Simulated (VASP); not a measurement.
# WS2 in VASP: single point with PBE+D3(BJ)

Aim: the single point of WS2 with PBE+D3(BJ).

All numbers are computed with VASP 6.6.1; they aren't measurements. Logs are shortened: lines on timing, memory, paths and dates and some standing lists are left out, and cuts for length are marked.

### 1 The cell of the first run

The cell holds a slab with vacuum, 6 atoms: a = 3.160 Å, b = 3.160 Å, c = 23.804 Å, α = 90.00°, β = 90.00°, γ = 120.00°.

### 2 Single point, PBE+D3(BJ)

Contents of INCAR:

```
  ALGO = Normal
  DIPOL = 0.5 0.5 0.391
  EDIFF = 1E-6
  ENCUT = 520
  GGA = PE
  IDIPOL = 3
  ISIF = 2
  ISMEAR = 0
  IVDW = 12
  LASPH = True
  LCHARG = False
  LDIPOL = True
  LREAL = False
  LWAVE = False
  NBANDS = 35
  NELM = 60
  PREC = Accurate
  SIGMA = 0.05
```

Contents of KPOINTS:

```
k-points
0
Gamma
  9 9 1
```

Contents of POSCAR:

```
WS2
1.0
    3.1597776611      0.0000000000      0.0000000000
   -1.5798888306      2.7364477249      0.0000000000
    0.0000000000      0.0000000000     23.8035416591
S W
4 2
Direct
    0.3333333333      0.6666666667      0.1890474982
    0.3333333333      0.6666666667      0.3214551405
    0.3333333333      1.0000000000      0.4596698670
    0.3333333333      1.0000000000      0.5920775093
    0.6666666667      0.3333333333      0.2552505077
    0.6666666667      0.6666666667      0.5258728765
```

Potentials or basis: VASP PAW PBE potentials, release 64 (S, W_sv).

Launch:

```console
$ cat potpaw_PBE.64/S/POTCAR potpaw_PBE.64/W_sv/POTCAR > POTCAR
$ mpirun -np 1 vasp_std > vasp.out
```

OUTCAR:

```text
EDIFF = 1E-6
   ENCUT = 520
   GGA = PE
   ISIF = 2
   ISMEAR = 0
   IVDW = 12
   LASPH = True
   LREAL = False
   NELM = 60
   PREC = Accurate
 IVDW          = 12

 ion  position               nearest neighbor table
   1  0.333  0.667  0.189-   5 2.41   5 2.41   5 2.41
   2  0.333  0.667  0.321-   5 2.41   5 2.41   5 2.41
   3  0.333  0.000  0.460-   6 2.41   6 2.41   6 2.41
   4  0.333  0.000  0.592-   6 2.41   6 2.41   6 2.41
   5  0.667  0.333  0.255-   1 2.41   1 2.41   1 2.41   2 2.41   2 2.41   2 2.41
   6  0.667  0.667  0.526-   3 2.41   3 2.41   3 2.41   4 2.41   4 2.41   4 2.41

  LATTYP: Found a hexagonal cell.
 ALAT       =     3.1597776611
 C/A-ratio  =     7.5332963936

  Lattice vectors:

 A1 = (   3.1597776611,   0.0000000000,   0.0000000000)
 A2 = (  -1.5798888306,   2.7364477249,   0.0000000000)
 A3 = (   0.0000000000,   0.0000000000,  23.8035416591)

Analysis of symmetry for initial positions (statically):
=====================================================================
 Subroutine PRICEL returns:
 Original cell was already a primitive cell.

 Routine SETGRP: Setting up the symmetry group for a
 hexagonal supercell.

 Subroutine GETGRP returns: Found  2 space group operations
 (whereof  1 operations were pure point group operations)
 out of a pool of 24 trial point group operations.

The static configuration has the point symmetry C_1 .
 The point group associated with its full space group is C_2 .

Analysis of symmetry for dynamics (positions and initial velocities):
=====================================================================
 Subroutine PRICEL returns:
 Original cell was already a primitive cell.

 Routine SETGRP: Setting up the symmetry group for a
 hexagonal supercell.

 Subroutine GETGRP returns: Found  2 space group operations
 (whereof  1 operations were pure point group operations)
 out of a pool of 24 trial point group operations.

The dynamic configuration has the point symmetry C_1 .
 The point group associated with its full space group is C_2 .

 Subroutine INISYM returns: Found  2 space group operations
 (whereof  1 operations are pure point group operations),
 and found     1 'primitive' translations

----------------------------------------------------------------------------------------

                                     Primitive cell

  volume of cell :     205.8189

  direct lattice vectors                    reciprocal lattice vectors
     3.159777661  0.000000000  0.000000000     0.316477964  0.182718638  0.000000000
    -1.579888831  2.736447725  0.000000000     0.000000000  0.365437275  0.000000000
     0.000000000  0.000000000 23.803541659     0.000000000  0.000000000  0.042010555

  length of vectors
     3.159777661  3.159777661 23.803541659     0.365437275  0.365437275  0.042010555

  position of ions in fractional coordinates (direct lattice)
     0.333333333  0.666666667  0.189047498
     0.333333333  0.666666667  0.321455140
     0.333333333  0.000000000  0.459669867
     0.333333333  0.000000000  0.592077509
     0.666666667  0.333333333  0.255250508
     0.666666667  0.666666667  0.525872877

  ion indices of the primitive-cell ions
   primitive index   ion index
                 1           1
                 2           2
                 3           3
                 4           4
                 5           5
                 6           6

----------------------------------------------------------------------------------------

 KPOINTS: k-points

Automatic generation of k-mesh.
 Grid dimensions read from file:
 generate k-points for:    9    9    1

 Generating k-lattice:

  Cartesian coordinates                     Fractional coordinates (reciprocal lattice)
     0.035164218  0.020302071  0.000000000     0.111111111  0.000000000  0.000000000
     0.000000000  0.040604142  0.000000000     0.000000000  0.111111111  0.000000000
     0.000000000  0.000000000  0.042010555     0.000000000  0.000000000  1.000000000

  Length of vectors
     0.040604142  0.040604142  0.042010555

  Shift w.r.t. Gamma in fractional coordinates (k-lattice)
     0.000000000  0.000000000  0.000000000

 Subroutine IBZKPT returns following result:
 ===========================================

 Found     25 irreducible k-points:

 Following reciprocal coordinates:
            Coordinates               Weight
  0.000000  0.000000  0.000000      1.000000
  0.111111  0.000000  0.000000      2.000000
  0.000000  0.111111  0.000000      4.000000
  0.222222  0.000000  0.000000      2.000000
  0.000000  0.222222  0.000000      4.000000
  0.333333 -0.000000  0.000000      2.000000
[... 16 lines left out ...]
 -0.222222 -0.444444  0.000000      4.000000
  0.444444  0.333333  0.000000      4.000000
   k-points           NKPTS =     25   k-points in BZ     NKDIM =     25   number of bands    NBANDS=     35
   number of dos      NEDOS =    301   number of ions     NIONS =      6
   total plane-waves  NPLWV = 103680
   dimension x,y,z NGX =    24 NGY =   24 NGZ =  180
   dimension x,y,z NGXF=    48 NGYF=   48 NGZF=  360
   ions per type =               4   2
   NGX,Y,Z   is equivalent  to a cutoff of  12.63, 12.63, 12.57 a.u.
   NGXF,Y,Z  is equivalent  to a cutoff of  25.25, 25.25, 25.14 a.u.
 SYSTEM =  unknown system
   PREC   = accura    normal or accurate (medium, high low for compatibility)
   ISTART =      0    job   : 0-new  1-cont  2-samecut
   ICHARG =      2    charge: 1-file 2-atom 10-const
   ISPIN  =      1    spin polarized calculation?
   LNONCOLLINEAR =      F non collinear calculations
   LSORBIT =      F    spin-orbit coupling
   LASPH  =      T    aspherical Exc in radial PAW
   ENCUT  =  520.0 eV  38.22 Ry    6.18 a.u.   5.88  5.88 44.26*2*pi/ulx,y,z
   NELM   =     60;   NELMIN=  2; NELMDL= -5     # of ELM steps
   EDIFF  = 0.1E-05   stopping-criterion for ELM
   LREAL  =      F    real-space projection
[... 7 lines left out ...]
   TEBEG  =    0.0;   TEEND  =   0.0 temperature during run
   PSTRESS=    0.0 pullay stress
   NELECT =      52.0000    total number of electrons
   NUPDOWN=      -1.0000    fix difference up-down
   EMIN   =  10.00;   EMAX   =-10.00  energy-range for DOS
   EFERMI =   0.00;   METHOD = LEGACY
   ISMEAR =     0;   SIGMA  =   0.05  broadening in eV -4-tet -1-fermi 0-gaus
   EFERMI_NEDOS =   21; number of points for ismear=-14 and -15
   IALGO  =     38    algorithm
   IMIX   =      4    mixing-type and parameters
     AMIX     =   0.40;   BMIX     =  1.00
     AMIX_MAG =   1.60;   BMIX_MAG =  1.00
  volume/ion in A,a.u.               =      34.30       231.49
  Fermi-wavevector in a.u.,A,eV,Ry     =   1.034938  1.955749 14.573145  1.071096
  Thomas-Fermi vector in A             =   2.169257
   LORBIT       =      0    0 simple, 1 ext, 2 COOP (PROOUT), +10 PAW based schemes
   GGA     = PE    functional components
   LHFCALC =     F    Hartree Fock is set to
   AEXX    =    0.0000 exact exchange contribution
   IVDW    =    12    specifies the selected vdW correction
   LEPSILON=     F    determine dielectric tensor
   LRPA    =     F    only Hartree local field effects (RPA)
 non-spin polarized calculation
 Gauss-broadening in eV      SIGMA  =   0.05
  energy-cutoff  :      520.00
  volume of cell :      205.82
 maximum number of plane-waves:      5566
   NGX = 11   NGY = 11   NGZ = 89

 dipolmoment           0.000000      0.000000      0.000047 electrons x Angstroem

 number of electron      51.9999994 magnetization

 dipolmoment           0.000000      0.000000     -0.000531 electrons x Angstroem

 Free energy of the ion-electron system (eV)
  ---------------------------------------------------
  ext. energy  EPLUGINS =         0.00000000
  ---------------------------------------------------
  free energy    TOTEN  =       -47.28940820 eV

  energy without entropy =      -47.28940820  energy(sigma->0) =      -47.28940820

 E-fermi :   1.3239     XC(G=0):  -6.1414

 val. band max:        1.0615917545   @ k =   0.0000   0.0000   0.0000
 cond. band min:       2.7244309371   @ k =  -0.3333   0.2222   0.0000
 fundamental gap:      1.6628391826
 Fermi energy:         1.3238530814

 k-point     1 :       0.0000    0.0000    0.0000
  band No.  band energies     occupation
      1     -73.1959      2.00000
      2     -73.1904      2.00000
      3     -37.4486      2.00000
      4     -37.4431      2.00000
      5     -37.2735      2.00000
      6     -37.2730      2.00000
[... 27 lines left out ...]
     34       3.8965      0.00000
     35       5.8674      0.00000

 k-point     2 :       0.1111    0.0000    0.0000
  band No.  band energies     occupation
      1     -73.1937      2.00000
      2     -73.1882      2.00000
      3     -37.4410      2.00000
      4     -37.4354      2.00000
      5     -37.3159      2.00000
      6     -37.3104      2.00000
[... 27 lines left out ...]
     34       4.1238      0.00000
     35       6.2275      0.00000

 k-point     3 :       0.0000    0.1111    0.0000
  band No.  band energies     occupation
      1     -73.1937      2.00000
      2     -73.1882      2.00000
      3     -37.4410      2.00000
      4     -37.4354      2.00000
      5     -37.3158      2.00000
      6     -37.3107      2.00000
[... 27 lines left out ...]
     34       4.1174      0.00000
     35       6.2282      0.00000
[... 723 lines left out ...]
 k-point    23 :      -0.2222   -0.4444    0.0000
  band No.  band energies     occupation
      1     -73.1762      2.00000
      2     -73.1707      2.00000
      3     -37.5760      2.00000
      4     -37.5708      2.00000
      5     -37.4416      2.00000
      6     -37.4358      2.00000
[... 27 lines left out ...]
     34       6.1040      0.00000
     35       6.9694      0.00000

 k-point    24 :       0.4444    0.3333    0.0000
  band No.  band energies     occupation
      1     -73.1762      2.00000
      2     -73.1707      2.00000
      3     -37.5764      2.00000
      4     -37.5704      2.00000
      5     -37.4413      2.00000
      6     -37.4362      2.00000
[... 27 lines left out ...]
     34       6.1097      0.00000
     35       6.9589      0.00000

 [... further k-points ...]

------------------------ aborting loop because EDIFF is reached ----------------------------------------

 vacuum level on the upper side and lower side of the slab       (xc-potential included)        -0.197        -0.187

 Edisp (eV)   -2.14175

 E8    (eV) :    -0.9298

  FORCE on cell =-STRESS in cart. coord.  units (eV):
  Direction    XX          YY          ZZ          XY          YZ          ZX
  --------------------------------------------------------------------------------------
  -------------------------------------------------------------------------------------
  Total      -0.25380    -0.20032    -0.32867    -0.04631     0.19780    -0.11420
  in kB      -1.97569    -1.55940    -2.55853    -0.36052     1.53976    -0.88898
  external pressure =       -2.03 kB  Pullay stress =        0.00 kB

 VOLUME and BASIS-vectors are now :
 -----------------------------------------------------------------------------
  energy-cutoff  :      520.00
  volume of cell :      205.82
      direct lattice vectors                 reciprocal lattice vectors
     3.159777661  0.000000000  0.000000000     0.316477964  0.182718638  0.000000000
    -1.579888831  2.736447725  0.000000000     0.000000000  0.365437275  0.000000000
     0.000000000  0.000000000 23.803541659     0.000000000  0.000000000  0.042010555

 POSITION                                       TOTAL-FORCE (eV/Angst)
 -----------------------------------------------------------------------------------
     -0.00000      1.82430      4.50000         0.001215      0.001239      0.002517
     -0.00000      1.82430      7.65177         0.024211     -0.044886     -0.013680
      1.05326      0.00000     10.94177        -0.026767      0.043410      0.013680
      1.05326      0.00000     14.09354         0.001680      0.000433     -0.002517
      1.57989      0.91215      6.07587         0.004784     -0.008678      0.042127
      1.05326      1.82430     12.51764        -0.005123      0.008482     -0.042127
 -----------------------------------------------------------------------------------
    total drift:                               -0.000103     -0.000002     -0.078110

  FREE ENERGIE OF THE ION-ELECTRON SYSTEM (eV)
  ---------------------------------------------------
  free  energy   TOTEN  =       -49.4311597844 eV

  energy  without entropy=      -49.4311597844  energy(sigma->0) =      -49.43115978

 vacuum level on the upper side and lower side of the slab         6.306         6.316
```

Run time: 89 s. Hardware: 1 thread of Intel Xeon 6975P-C (Granite Rapids), shared host; peak memory 0.39 GiB.

Results:

- Free energy: -49.4312 eV
- Largest force: 0.053 eV/Å
- Band gap on the k mesh: 1.66 eV, indirect (least direct gap 1.90 eV)
- Dispersion energy per atom: -0.357 eV

Forces on the atoms (eV/Å):
```
S    0.001  0.001  0.003
S    0.024 -0.045 -0.014
S   -0.027  0.043  0.014
S    0.002  0.000 -0.003
W    0.005 -0.009  0.042
W   -0.005  0.008 -0.042
```

Levels at points of the mesh, in eV from the valence-band top:
```csv
k point,band 23,band 24,band 25,band 26,band 27,band 28,band 29,band 30
"(0.00, 0.00, 0.00)",-1.81,-1.81,-0.58,0.00,2.66,2.66,2.69,2.70
```

Caveat: spin-orbit coupling is left out, which moves the levels of the heavy elements.
